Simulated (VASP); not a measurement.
Input of a VASP 6.6.1 run:

INCAR

```
PREC     = Accurate       # precision mode
ENCUT    = 520            # plane-wave cutoff, eV
EDIFF    = 1E-8           # SCF threshold, eV
ISMEAR   = 0              # smearing method
SIGMA    = 0.01           # smearing width, eV
LREAL    = False          # projectors in reciprocal space
LASPH    = True           # aspherical terms in the spheres
NELM     = 80             # most SCF steps
ALGO     = Normal         # electronic algorithm
ISIF     = 2              # what is computed and relaxed
LWAVE    = False          # write WAVECAR
LCHARG   = False          # write CHGCAR
GGA      = PS             # functional
IBRION   = 8              # ionic algorithm
NSW      = 1              # ionic steps
LEPSILON = True           # dielectric tensor by DFPT
```

The input KPOINTS:

```
Automatic mesh
0
Gamma
  12 12 12
```

Contents of POSCAR:

```
GaAs
1.0
    0.0000000000      2.8436945554      2.8436945554
    2.8436945554      0.0000000000      2.8436945554
    2.8436945554      2.8436945554      0.0000000000
Ga As
1 1
Direct
    0.0000000000      0.0000000000      0.0000000000
    0.7500000000      0.7500000000      0.7500000000
```

Potentials or basis: VASP PAW PBE potentials, release 64 (Ga_d, As).

Run with:

```bash
$ cat potpaw_PBE.64/Ga_d/POTCAR potpaw_PBE.64/As/POTCAR > POTCAR
$ mpirun -np 1 vasp_std > vasp.out
```

Q: Estimate the electronic dielectric tensor (diagonal).

A: 31.25.

Q: Predict the Born charges (mean of the diagonal).

A: Ga +2.20; As -2.20 e.

Q: Predict the highest phonon frequency at Γ, LO-TO splitting left out.

A: 258 cm⁻¹.

Electronic dielectric tensor:
```
31.25  0.00  0.00
 0.00 31.25  0.00
 0.00  0.00 31.25
```
